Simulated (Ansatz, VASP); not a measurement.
Nb in VASP and in Ansatz

```
CELL_PARAMETERS angstrom
2.64667 0.00000 0.00000
0.00000 2.64667 0.00000
0.00000 0.00000 2.64667
ATOMIC_POSITIONS crystal
Nb 0.00000 0.00000 0.00000
```

Alike in both runs: task single point; functional BLYP; k mesh 13 × 13 × 13; occupations fermi-dirac, width 0.1 eV; no spin polarisation.

|  | VASP | Ansatz |
| --- | --- | --- |
| version | VASP 6.6.1 | Ansatz 0.2.0 |
| potentials or method | VASP PAW PBE potentials, release 64 (Nb_sv), cutoff 520 eV | plane waves (420 eV) with PAW, scalar-relativistic |
| valence electrons in the cell | 13 | 13 |

```csv
,VASP,Ansatz,Ansatz less VASP
pressure (GPa),19.1,19.1,+0.03
```

VASP's potentials were made for PBE, not for BLYP.
